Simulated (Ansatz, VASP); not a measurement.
# Ba in VASP and in Ansatz

```
Ba
1.0
     7.60239    0.00000    0.00000
    -3.80119    6.58386    0.00000
     0.00000    0.00000    4.46136
Ba
3
Direct
  0.00000 0.00000 0.00000
  0.33333 0.66667 0.50000
  0.66667 0.33333 0.50000
```

Alike in both runs: task single point; functional r2SCAN; k mesh 6 × 6 × 8; occupations fermi-dirac, width 0.1 eV; no spin polarisation.

|  | VASP | Ansatz |
| --- | --- | --- |
| version | VASP 6.6.1 | Ansatz 0.2.0 |
| potentials or method | VASP PAW PBE potentials, release 64 (Ba_sv), cutoff 520 eV | plane waves (500 eV) with PAW, scalar-relativistic |
| valence electrons in the cell | 30 | 30 |

Ansatz gave:

| Property | Result |
| --- | --- |
| pressure (GPa) | -0.8 |
| traceless stress, the component that is largest in VASP (GPa) | 0.07 |

Q: What did VASP give for the same quantities?

A: Pressure (GPa): -0.7; traceless stress, the component that is largest in VASP (GPa): 0.07.

VASP's potentials were made for PBE, not for r2SCAN. The functional is the same, so the differences come from potentials, cutoffs and numerics.

Neither program's run includes spin-orbit coupling.
